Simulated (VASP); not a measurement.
Ga2SnO4: single point with PBE

Ga2SnO4:

```
Ga Sn O
1.0
    -2.22166    2.22166    5.63090
     2.22166   -2.22166    5.63090
     2.22166    2.22166   -5.63090
Ga Sn O
2 1 4
Cartesian
  2.2217 0.0000 2.8154
  0.0000 2.2217 2.8154
  0.0000 0.0000 5.6309
  -1.0888 1.0888 3.8641
  1.1329 1.1329 1.7668
  1.0888 1.0888 7.3977
  1.0888 -1.0888 3.8641
```

```json
{
  "Program": "VASP 6.6.1",
  "Task": "single point",
  "Functional": "PBE",
  "Potentials or basis": "VASP PAW PBE potentials, release 64 (Ga_d, Sn_d, O)",
  "Cutoff": "520 eV",
  "k mesh": "4 × 4 × 4",
  "Occupations": "gaussian, width 0.15 eV",
  "Spin": "no spin polarisation"
}
```

```json
{
 "Pressure": "0.4 GPa",
 "Largest force": "0.044 eV/Å",
 "Band gap on the k mesh": "1.43 eV, direct"
}
```

Forces in eV/Å, atoms in the order of the input:
```
Ga   0.000  0.000  0.000
Ga   0.000  0.000  0.000
Sn   0.000  0.000  0.000
O    0.002 -0.002  0.044
O    0.002  0.002 -0.044
O   -0.002 -0.002 -0.044
O   -0.002  0.002  0.044
```

Stress tensor (GPa, compression positive):
```
0.19 0.00 0.00
0.00 0.19 0.00
0.00 0.00 0.84
```

Levels at points of the mesh, in eV from the valence-band top:
```
           k point  band 30  band 31  band 32  band 33  band 34  band 35
(0.00, 0.00, 0.00)    -1.73    -1.65    -1.65     3.53     3.65     3.94
(0.50, 0.00, 0.00)    -2.08    -2.05    -0.35     2.06     3.91     4.48
(0.50, 0.50, 0.00)    -1.57    -1.57    -0.34     1.83     2.67     4.76
(0.50, 0.50, 0.50)    -1.74    -1.74     0.00     1.43     2.83     2.83
```

Run time: 81 s on 1 thread of Intel(R) Xeon(R) Platinum 8488C (Sapphire Rapids) (shared host), peak memory 0.34 GiB.

Caveat: the k points lie up to 0.50 Å⁻¹ apart; spin-orbit coupling is left out, which moves the levels of the heavy elements. A k mesh can miss the band edges.
